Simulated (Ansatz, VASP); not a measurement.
**LiF in VASP and in Ansatz**

File POSCAR:

```
LiF
1.0
    0.0000000000      2.0140000000      2.0140000000
    2.0140000000      0.0000000000      2.0140000000
    2.0140000000      2.0140000000      0.0000000000
Li F
1 1
Direct
   -0.0930983118     -0.0930983118      0.0930983118
    0.5000000000      0.5000000000      0.5000000000
```

Contents of INCAR.step1:

```
SYSTEM = LiF
PREC = Accurate
ENCUT = 520
ISMEAR = 0
SIGMA = 0.05
LREAL = .False.
LASPH = .True.
NELM = 100
NBANDS = 12
GGA = PE
ALGO = Normal
EDIFF = 1E-4
LWAVE = .True.
LCHARG = .False.
```

Contents of INCAR.step2:

```
SYSTEM = LiF
PREC = Accurate
ENCUT = 520
EDIFF = 1E-6
ISMEAR = 0
SIGMA = 0.05
LREAL = .False.
LASPH = .True.
NELM = 100
ALGO = Normal
ISIF = 2
LWAVE = .False.
LCHARG = .False.
METAGGA = R2SCAN
LMIXTAU = .True.
NBANDS = 12
ISTART = 1
```

Contents of KPOINTS:

```
Automatic mesh
0
Gamma
  10 10 10
  0 0 0
```

Input for Ansatz:

```yaml
crystal:
  lattice:
    - [0.0, 2.014, 2.014]
    - [2.014, 0.0, 2.014]
    - [2.014, 2.014, 0.0]
  atoms:
    - { symbol: Li, position: [-0.0930983118, -0.0930983118, 0.0930983118] }
    - { symbol: F, position: [0.5, 0.5, 0.5] }
basis:
  ecutwfc: 500
kpoints:
  mp_grid: { grid: [10, 10, 10] }
hamiltonian:
  xc: r2scan
scf:
  occupations: { method: gaussian, width: 0.05 }
output:
  forces: true
  stress: true
  eigenvalues: true
```

Change from the starting cell: all Li atoms moved +0.375 Å, as atom 1 towards its neighbour atom 2 (F) at 2.014 Å.

Alike in both runs: task single point; functional r2SCAN; k mesh 10 × 10 × 10; occupations gaussian, width 0.05 eV; no spin polarisation.

|  | VASP | Ansatz |
| --- | --- | --- |
| version | VASP 6.6.1 | Ansatz 0.2.0 |
| potentials or method | VASP PAW PBE potentials, release 64 (Li_sv, F), cutoff 520 eV | scalar-relativistic, plane waves, PAW |
| valence electrons in the cell | 10 | 10 |

```tsv
	VASP	Ansatz	Ansatz less VASP
gap on the k mesh at the Fermi level (eV)	9.99	9.83	-0.160
least direct gap on the mesh (eV)	9.99	9.83	-0.160
rms of the force components (eV/Å)	1.004	0.929	-0.0749
```

VASP's potentials were made for PBE, not for r2SCAN. Atom by atom the forces differ by 0.075 eV/Å (rms over components).

Noted on VASP's run: the cutoff is short for stress, so the pressure is rough.
